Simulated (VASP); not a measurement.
# Cu (I4mm) in VASP: notebook

Runs on Cu. Level: PBEsol. Tasks: single point.

All numbers are computed with VASP 6.6.1; they aren't measurements. Logs are shortened: lines on timing, memory, paths and dates and some standing lists are left out, and cuts for length are marked.

### 1 The cell of the first run

Symmetry: I4mm, No. 107, tetragonal system. The conventional cell has a = 5.112 Å, b = 5.112 Å, c = 7.230 Å, α = 90.00°, β = 90.00°, γ = 90.00°. Cu (site symmetry 4mm) has 12 Cu at 2.24 to 2.92 Å within 3.0 Å. Within 3.0 Å of Cu (site symmetry m) lie 12 Cu at 2.24 to 2.92 Å. Within 3.4 Å of Cu (site symmetry 2mm) lie 12 Cu at 2.56 to 2.60 Å. Cu (site symmetry 4mm) has 13 Cu at 2.56 to 3.13 Å within 3.4 Å.

### 2 Single point, PBEsol (atom 1 (Cu) moved +0.480 Å towards its neighbour atom 8 (Cu) at 3.615 Å)

The input, INCAR:

```
SYSTEM = Cu
PREC     = Accurate       ! precision mode
ENCUT    = 520            ! plane-wave cutoff, eV
EDIFF    = 1E-7           ! SCF threshold, eV
ISMEAR   = 0              ! smearing method
SIGMA    = 0.15           ! smearing width, eV
LREAL    = .FALSE.        ! projectors in reciprocal space
LASPH    = .TRUE.         ! aspherical terms in the spheres
NELM     = 60             ! most SCF steps
ALGO     = Fast           ! electronic algorithm
ISIF     = 2              ! what is computed and relaxed
LWAVE    = .FALSE.        ! write WAVECAR
LCHARG   = .FALSE.        ! write CHGCAR
GGA      = PS             ! functional
NBANDS   = 54             ! bands
```

The input, KPOINTS:

```
Automatic mesh
0
G
  12 12 12
  0 0 0
```

The input, POSCAR:

```
Cu
1.0
    3.6150000000      0.0000000000      3.6150000000
    0.0000000000     -3.6150000000      3.6150000000
    3.6150000000     -3.6150000000      0.0000000000
Cu
8
Direct
   -0.0663900415     -0.0663900415      0.5663900415
    0.0000000000      0.5000000000      0.5000000000
    0.5000000000      0.0000000000      0.5000000000
    0.5000000000      0.5000000000      0.5000000000
    0.0000000000      0.0000000000      0.0000000000
    0.0000000000      0.5000000000      0.0000000000
    0.5000000000      0.0000000000      0.0000000000
    0.5000000000      0.5000000000      0.0000000000
```

Potentials or basis: VASP PAW PBE potentials, release 64 (Cu).

Run with:

```
> cat potpaw_PBE.64/Cu/POTCAR > POTCAR
> mpirun -np 1 vasp_std > vasp.out
```

OUTCAR:

```text
SYSTEM = Cu
   PREC = Accurate
   ENCUT = 520
   EDIFF = 1E-7
   ISMEAR = 0
   LREAL = .FALSE.
   LASPH = .TRUE.
   NELM = 60
   ISIF = 2
   GGA = PS

 ion  position               nearest neighbor table
   1  0.934  0.934  0.566-   2 2.24   3 2.24   6 2.24   7 2.24   5 2.60   4 2.60   4 2.60   5 2.60

   2  0.000  0.500  0.500-   1 2.24   4 2.56   6 2.56   5 2.56   6 2.56   8 2.56   3 2.56   5 2.56
                             3 2.56   4 2.56   8 2.56
   3  0.500  0.000  0.500-   1 2.24   4 2.56   7 2.56   5 2.56   7 2.56   8 2.56   2 2.56   4 2.56
                             8 2.56   2 2.56   5 2.56
   4  0.500  0.500  0.500-   2 2.56   3 2.56   8 2.56   6 2.56   7 2.56   8 2.56   3 2.56   7 2.56
                             2 2.56   6 2.56   1 2.60   1 2.60
   5  0.000  0.000  0.000-   6 2.56   7 2.56   2 2.56   3 2.56   2 2.56   6 2.56   8 2.56   3 2.56
                             7 2.56   8 2.56   1 2.60   1 2.60
   6  0.000  0.500  0.000-   1 2.24   2 2.56   5 2.56   8 2.56   2 2.56   4 2.56   5 2.56   7 2.56
                             4 2.56   7 2.56   8 2.56
   7  0.500  0.000  0.000-   1 2.24   3 2.56   5 2.56   8 2.56   3 2.56   4 2.56   4 2.56   6 2.56
                             8 2.56   5 2.56   6 2.56
   8  0.500  0.500  0.000-   4 2.56   6 2.56   7 2.56   2 2.56   3 2.56   4 2.56   3 2.56   5 2.56
                             7 2.56   2 2.56   5 2.56   6 2.56

  LATTYP: Found a face centered cubic cell.
 ALAT       =     7.2300000000

  Lattice vectors:

 A1 = (   3.6150000000,   0.0000000000,   3.6150000000)
 A2 = (   0.0000000000,  -3.6150000000,   3.6150000000)
 A3 = (   3.6150000000,  -3.6150000000,   0.0000000000)

Analysis of symmetry for initial positions (statically):
=====================================================================
 Subroutine PRICEL returns:
 Original cell was already a primitive cell.

 Routine SETGRP: Setting up the symmetry group for a
 face centered cubic supercell.

 Subroutine GETGRP returns: Found  8 space group operations
 (whereof  4 operations were pure point group operations)
 out of a pool of 48 trial point group operations.

The static configuration has the point symmetry C_2v.
 The point group associated with its full space group is C_4v.

Analysis of symmetry for dynamics (positions and initial velocities):
=====================================================================
 Subroutine PRICEL returns:
 Original cell was already a primitive cell.

 Routine SETGRP: Setting up the symmetry group for a
 face centered cubic supercell.

 Subroutine GETGRP returns: Found  8 space group operations
 (whereof  4 operations were pure point group operations)
 out of a pool of 48 trial point group operations.

The dynamic configuration has the point symmetry C_2v.
 The point group associated with its full space group is C_4v.

 Subroutine INISYM returns: Found  8 space group operations
 (whereof  4 operations are pure point group operations),
 and found     1 'primitive' translations

----------------------------------------------------------------------------------------

                                     Primitive cell

  volume of cell :      94.4833

  direct lattice vectors                    reciprocal lattice vectors
     3.615000000  0.000000000  3.615000000     0.138312586  0.138312586  0.138312586
     0.000000000 -3.615000000  3.615000000    -0.138312586 -0.138312586  0.138312586
     3.615000000 -3.615000000  0.000000000     0.138312586 -0.138312586 -0.138312586

  length of vectors
     5.112382028  5.112382028  5.112382028     0.239564427  0.239564427  0.239564427

  position of ions in fractional coordinates (direct lattice)
     0.933609958  0.933609958  0.566390041
     0.000000000  0.500000000  0.500000000
     0.500000000  0.000000000  0.500000000
     0.500000000  0.500000000  0.500000000
     0.000000000  0.000000000  0.000000000
     0.000000000  0.500000000  0.000000000
     0.500000000  0.000000000  0.000000000
     0.500000000  0.500000000  0.000000000

  ion indices of the primitive-cell ions
   primitive index   ion index
                 1           1
                 2           2
                 3           3
                 4           4
                 5           5
                 6           6
                 7           7
                 8           8

----------------------------------------------------------------------------------------

 KPOINTS: Automatic mesh

Automatic generation of k-mesh.
 Grid dimensions read from file:
 generate k-points for:   12   12   12

 Generating k-lattice:

  Cartesian coordinates                     Fractional coordinates (reciprocal lattice)
     0.011526049  0.011526049  0.011526049     0.083333333  0.000000000  0.000000000
    -0.011526049 -0.011526049  0.011526049     0.000000000  0.083333333  0.000000000
     0.011526049 -0.011526049 -0.011526049     0.000000000  0.000000000  0.083333333

  Length of vectors
     0.019963702  0.019963702  0.019963702

  Shift w.r.t. Gamma in fractional coordinates (k-lattice)
     0.000000000  0.000000000  0.000000000

 Subroutine IBZKPT returns following result:
 ===========================================

 Found    163 irreducible k-points:

 Following reciprocal coordinates:
            Coordinates               Weight
  0.000000  0.000000  0.000000      1.000000
  0.083333  0.000000  0.000000      8.000000
  0.166667  0.000000  0.000000      8.000000
  0.250000  0.000000  0.000000      8.000000
  0.333333  0.000000  0.000000      8.000000
  0.416667  0.000000  0.000000      8.000000
[... 16 lines left out ...]
  0.000000 -0.333333  0.083333     16.000000
 -0.250000  0.083333  0.000000      8.000000
 [... further k-points ...]
   k-points           NKPTS =    163   k-points in BZ     NKDIM =    163   number of bands    NBANDS=     54
   number of dos      NEDOS =    301   number of ions     NIONS =      8
   total plane-waves  NPLWV =  64000
   dimension x,y,z NGX =    40 NGY =   40 NGZ =   40
   dimension x,y,z NGXF=    80 NGYF=   80 NGZF=   80
   ions per type =               8
   NGX,Y,Z   is equivalent  to a cutoff of  13.01, 13.01, 13.01 a.u.
   NGXF,Y,Z  is equivalent  to a cutoff of  26.01, 26.01, 26.01 a.u.
 SYSTEM =  Cu
   PREC   = accura    normal or accurate (medium, high low for compatibility)
   ISTART =      0    job   : 0-new  1-cont  2-samecut
   ICHARG =      2    charge: 1-file 2-atom 10-const
   ISPIN  =      1    spin polarized calculation?
   LNONCOLLINEAR =      F non collinear calculations
   LSORBIT =      F    spin-orbit coupling
   LASPH  =      T    aspherical Exc in radial PAW
   ENCUT  =  520.0 eV  38.22 Ry    6.18 a.u.   9.51  9.51  9.51*2*pi/ulx,y,z
   NELM   =     60;   NELMIN=  2; NELMDL= -5     # of ELM steps
   EDIFF  = 0.1E-06   stopping-criterion for ELM
   LREAL  =      F    real-space projection
   EDIFFG = 0.1E-05   stopping-criterion for IOM
   NSW    =      0    number of steps for IOM
   IBRION =     -1    ionic relax: 0-MD 1-quasi-New 2-CG
   NFREE  =      0    steps in history (QN), initial steepest desc. (CG)
   ISIF   =      2    stress and relaxation
   ISYM   =      2    0-nonsym 1-usesym 2-fastsym
   POTIM  = 0.5000    time-step for ionic-motion
   TEBEG  =    0.0;   TEEND  =   0.0 temperature during run
   PSTRESS=    0.0 pullay stress
   NELECT =      88.0000    total number of electrons
   NUPDOWN=      -1.0000    fix difference up-down
   EMIN   =  10.00;   EMAX   =-10.00  energy-range for DOS
   EFERMI =   0.00;   METHOD = LEGACY
   ISMEAR =     0;   SIGMA  =   0.15  broadening in eV -4-tet -1-fermi 0-gaus
   EFERMI_NEDOS =   21; number of points for ismear=-14 and -15
   IALGO  =     68    algorithm
   IMIX   =      4    mixing-type and parameters
     AMIX     =   0.40;   BMIX     =  1.00
     AMIX_MAG =   1.60;   BMIX_MAG =  1.00
  volume/ion in A,a.u.               =      11.81        79.70
  Fermi-wavevector in a.u.,A,eV,Ry     =   1.598763  3.021224 34.777078  2.556043
  Thomas-Fermi vector in A             =   2.696162
   LORBIT       =      0    0 simple, 1 ext, 2 COOP (PROOUT), +10 PAW based schemes
   GGA     = PS    functional components
   LHFCALC =     F    Hartree Fock is set to
   AEXX    =    0.0000 exact exchange contribution
   IVDW    =     0    specifies the selected vdW correction
   LEPSILON=     F    determine dielectric tensor
   LRPA    =     F    only Hartree local field effects (RPA)
 non-spin polarized calculation
 RMM-DIIS sequential band-by-band and
 Gauss-broadening in eV      SIGMA  =   0.15
  energy-cutoff  :      520.00
  volume of cell :       94.48
 maximum number of plane-waves:      2637
 NGX is ok and might be reduce to    40
   NGX = 19   NGY = 19   NGZ = 19

 number of electron      88.0000007 magnetization

 Free energy of the ion-electron system (eV)
  ---------------------------------------------------
  ext. energy  EPLUGINS =         0.00000000
  ---------------------------------------------------
  free energy    TOTEN  =       -33.61301068 eV

  energy without entropy =      -33.59086141  energy(sigma->0) =      -33.60193604

 E-fermi :   7.4107     XC(G=0): -12.8852

 val. band max:        7.3995098963   @ k =   0.0000  -0.3333   0.3333
 cond. band min:       7.4255371361   @ k =   0.0000  -0.4167   0.2500
 fundamental gap:      0.0260272399
 Fermi energy:         7.4107002748

 k-point     1 :       0.0000    0.0000    0.0000
  band No.  band energies     occupation
      1      -2.0040      2.00000
      2       2.2426      2.00000
      3       2.2454      2.00000
      4       2.2454      2.00000
      5       2.2738      2.00000
      6       2.3961      2.00000
[... 46 lines left out ...]
     53      14.1227      0.00000
     54      14.5275      0.00000

 k-point     2 :       0.0833    0.0000    0.0000
  band No.  band energies     occupation
      1      -1.9411      2.00000
      2       2.2118      2.00000
      3       2.2694      2.00000
      4       2.2756      2.00000
      5       2.2896      2.00000
      6       2.4218      2.00000
[... 1246 lines left out ...]
 k-point    24 :      -0.2500    0.0833    0.0000
  band No.  band energies     occupation
      1      -1.2613      2.00000
      2       1.7076      2.00000
      3       2.3595      2.00000
      4       2.5344      2.00000
      5       2.6287      2.00000
      6       2.6644      2.00000
[... 46 lines left out ...]
     53      15.1982      0.00000
     54      16.0935      0.00000

 [... further k-points ...]

------------------------ aborting loop because EDIFF is reached ----------------------------------------

  FORCE on cell =-STRESS in cart. coord.  units (eV):
  Direction    XX          YY          ZZ          XY          YZ          ZX
  --------------------------------------------------------------------------------------
  -------------------------------------------------------------------------------------
  Total       -0.3119991     -0.3119991     -0.9854374      0.0000000      0.0000000      0.0000000
  in kB       -5.2906499     -5.2906499    -16.7103182      0.0000000      0.0000000      0.0000000
  external PRESSURE =      -9.0972060 kB  Pullay stress =       0.0000000 kB

 VOLUME and BASIS-vectors are now :
 -----------------------------------------------------------------------------
  energy-cutoff  :      520.00
  volume of cell :       94.48
      direct lattice vectors                 reciprocal lattice vectors
     3.615000000  0.000000000  3.615000000     0.138312586  0.138312586  0.138312586
     0.000000000 -3.615000000  3.615000000    -0.138312586 -0.138312586  0.138312586
     3.615000000 -3.615000000  0.000000000     0.138312586 -0.138312586 -0.138312586

 POSITION                                       TOTAL-FORCE (eV/Angst)
 -----------------------------------------------------------------------------------
      5.42250     -5.42250      6.75000         0.000000      0.000000      3.646039
      1.80750     -3.61500      1.80750         0.000000      1.186372     -0.905236
      3.61500     -1.80750      1.80750        -1.186372      0.000000     -0.905236
      3.61500     -3.61500      3.61500         0.000000      0.000000     -0.018921
      0.00000      0.00000      0.00000         0.000000      0.000000     -0.018921
      0.00000     -1.80750      1.80750         1.186372      0.000000     -0.905236
      1.80750      0.00000      1.80750         0.000000     -1.186372     -0.905236
      1.80750     -1.80750      3.61500         0.000000      0.000000      0.012745
 -----------------------------------------------------------------------------------
    total drift:                                0.000002     -0.000002      0.000220

  FREE ENERGIE OF THE ION-ELECTRON SYSTEM (eV)
  ---------------------------------------------------
  free  energy   TOTEN  =       -33.6130106753 eV

  energy  without entropy=      -33.5908614128  energy(sigma->0) =      -33.60193604
```

Wall time 12 min (1 thread of Intel Xeon 6975P-C (Granite Rapids), shared host); peak memory 0.65 GiB.

Results:

```yaml
Free_energy: -33.6130 eV
Pressure: -0.9 GPa
Largest_force: 3.646 eV/Å
Band_gap_on_the_k_mesh: zero (band 44 reaches 8.23 eV, above the bottom of band 45 at 6.65 eV)
```

Forces in eV/Å, atoms in the order of the input:
```
Cu   0.000  0.000  3.646
Cu   0.000  1.186 -0.905
Cu  -1.186  0.000 -0.905
Cu   0.000  0.000 -0.019
Cu   0.000  0.000 -0.019
Cu   1.186  0.000 -0.905
Cu   0.000 -1.186 -0.905
Cu   0.000  0.000  0.013
```

Levels at points of the mesh, in eV from the Fermi level:
```tsv
k point	band 42	band 43	band 44	band 45	band 46	band 47
(0.00, 0.00, 0.00)	-1.07	-0.79	-0.77	-0.77	1.44	1.44
(0.50, 0.00, 0.00)	-1.54	0.62	0.82	0.83	0.96	1.07
(0.50, 0.50, 0.00)	-1.54	-0.36	-0.35	-0.35	-0.35	5.75
(0.00, 0.50, 0.50)	-1.49	-0.55	-0.33	-0.29	-0.13	5.86
```

Caveat: the cell differs from its parent crystal (atom 1 (Cu) moved +0.480 Å towards its neighbour atom 8 (Cu) at 3.615 Å); the PAW data sets were made with another functional, which shifts forces and pressure a little.

### 3 Single point, PBEsol (atom 1 (Cu) moved +0.240 Å towards its neighbour atom 8 (Cu) at 3.615 Å)

The input, INCAR:

```
ALGO     = Fast           # electronic algorithm
EDIFF    = 1E-7           # SCF threshold, eV
ENCUT    = 520            # plane-wave cutoff, eV
GGA      = PS             # functional
ISIF     = 2              # what is computed and relaxed
ISMEAR   = 0              # smearing method
LASPH    = True           # aspherical terms in the spheres
LCHARG   = False          # write CHGCAR
LREAL    = False          # projectors in reciprocal space
LWAVE    = False          # write WAVECAR
NBANDS   = 54             # bands
NELM     = 60             # most SCF steps
PREC     = Accurate       # precision mode
SIGMA    = 0.15           # smearing width, eV
```

The input, KPOINTS:

```
k-points
0
Gamma
  12 12 12
```

Changes to POSCAR since step 2:

```diff
@@ -8,3 +8,3 @@
 Direct
-   -0.0663900415     -0.0663900415      0.5663900415
+   -0.0331950207     -0.0331950207      0.5331950207
     0.0000000000      0.5000000000      0.5000000000
```

Potentials or basis: VASP PAW PBE potentials, release 64 (Cu).

Run with:

```
> cat potpaw_PBE.64/Cu/POTCAR > POTCAR
> mpirun -np 1 vasp_std > vasp.out
```

Wall time 16 min (1 thread of Intel Xeon Platinum 8488C (Sapphire Rapids), shared host); peak memory 0.65 GiB.

Results (log left out):

```yaml
Free_energy: -34.2334 eV
Pressure: -4.6 GPa
Largest_force: 1.616 eV/Å
Band_gap_on_the_k_mesh: zero (band 44 reaches 8.27 eV, above the bottom of band 45 at 6.45 eV)
```

Forces on the atoms (eV/Å):
```
Cu   0.000  0.000  1.616
Cu   0.000  0.453 -0.402
Cu  -0.453  0.000 -0.402
Cu   0.000  0.000 -0.008
Cu   0.000  0.000 -0.008
Cu   0.453  0.000 -0.402
Cu   0.000 -0.453 -0.402
Cu   0.000  0.000  0.008
```

Levels at points of the mesh, in eV from the Fermi level:
```csv
k point,band 42,band 43,band 44,band 45,band 46,band 47
"(0.00, 0.00, 0.00)",-1.05,-0.95,-0.95,-0.95,1.45,1.45
"(0.50, 0.00, 0.00)",-1.57,0.77,0.87,0.88,0.94,0.99
"(0.50, 0.50, 0.00)",-1.50,-0.33,-0.33,-0.32,-0.32,5.96
"(0.00, 0.50, 0.50)",-1.48,-0.43,-0.33,-0.30,-0.22,6.07
```

Caveat: the cell differs from its parent crystal (atom 1 (Cu) moved +0.240 Å towards its neighbour atom 8 (Cu) at 3.615 Å); the PAW data sets were made with another functional, which shifts forces and pressure a little.

### 4 Single point, PBEsol (atom 1 (Cu) moved +0.300 Å towards its neighbour atom 8 (Cu) at 3.615 Å)

The input, INCAR:

```
SYSTEM = Cu
PREC     = Accurate       ! precision mode
ENCUT    = 520            ! plane-wave cutoff, eV
EDIFF    = 1E-6           ! SCF threshold, eV
ISMEAR   = 0              ! smearing method
SIGMA    = 0.15           ! smearing width, eV
LREAL    = .FALSE.        ! projectors in reciprocal space
LASPH    = .TRUE.         ! aspherical terms in the spheres
NELM     = 60             ! most SCF steps
ALGO     = Fast           ! electronic algorithm
ISIF     = 2              ! what is computed and relaxed
LWAVE    = .FALSE.        ! write WAVECAR
LCHARG   = .FALSE.        ! write CHGCAR
GGA      = PS             ! functional
NBANDS   = 54             ! bands
```

The input, KPOINTS:

```
Automatic mesh
0
G
  12 12 12
  0 0 0
```

Changes to POSCAR since step 3:

```diff
@@ -8,3 +8,3 @@
 Direct
-   -0.0331950207     -0.0331950207      0.5331950207
+   -0.0414937759     -0.0414937759      0.5414937759
     0.0000000000      0.5000000000      0.5000000000
```

Run with:

```
> cat potpaw_PBE.64/Cu/POTCAR > POTCAR
> mpirun -np 1 vasp_std > vasp.out
```

It took 12 min on 1 thread of Intel Xeon 6975P-C (Granite Rapids), shared host; peak memory 0.65 GiB.

Results (log left out):

```
Free energy            : -34.1228 eV
Pressure               : -3.9 GPa
Largest force          : 2.074 eV/Å
Band gap on the k mesh : zero (band 44 reaches 8.26 eV, above the bottom of band 45 at 6.49 eV)
```

Forces on the atoms (eV/Å):
```
Cu   0.000  0.000  2.074
Cu   0.000  0.600 -0.516
Cu  -0.600  0.000 -0.516
Cu   0.000  0.000 -0.010
Cu   0.000  0.000 -0.010
Cu   0.600  0.000 -0.516
Cu   0.000 -0.600 -0.516
Cu   0.000  0.000  0.009
```

Stress tensor (GPa, compression positive):
```
-3.81  0.00  0.00
 0.00 -3.81  0.00
 0.00  0.00 -3.98
```

Levels at points of the mesh, in eV from the Fermi level:
```tsv
k point	band 42	band 43	band 44	band 45	band 46	band 47
(0.00, 0.00, 0.00)	-1.05	-0.91	-0.91	-0.91	1.45	1.45
(0.50, 0.00, 0.00)	-1.57	0.73	0.85	0.87	0.95	1.01
(0.50, 0.50, 0.00)	-1.51	-0.33	-0.33	-0.33	-0.33	5.90
(0.00, 0.50, 0.50)	-1.48	-0.46	-0.33	-0.30	-0.19	6.03
```

Caveat: the cell differs from its parent crystal (atom 1 (Cu) moved +0.300 Å towards its neighbour atom 8 (Cu) at 3.615 Å); the PAW data sets were made with another functional, which shifts forces and pressure a little.
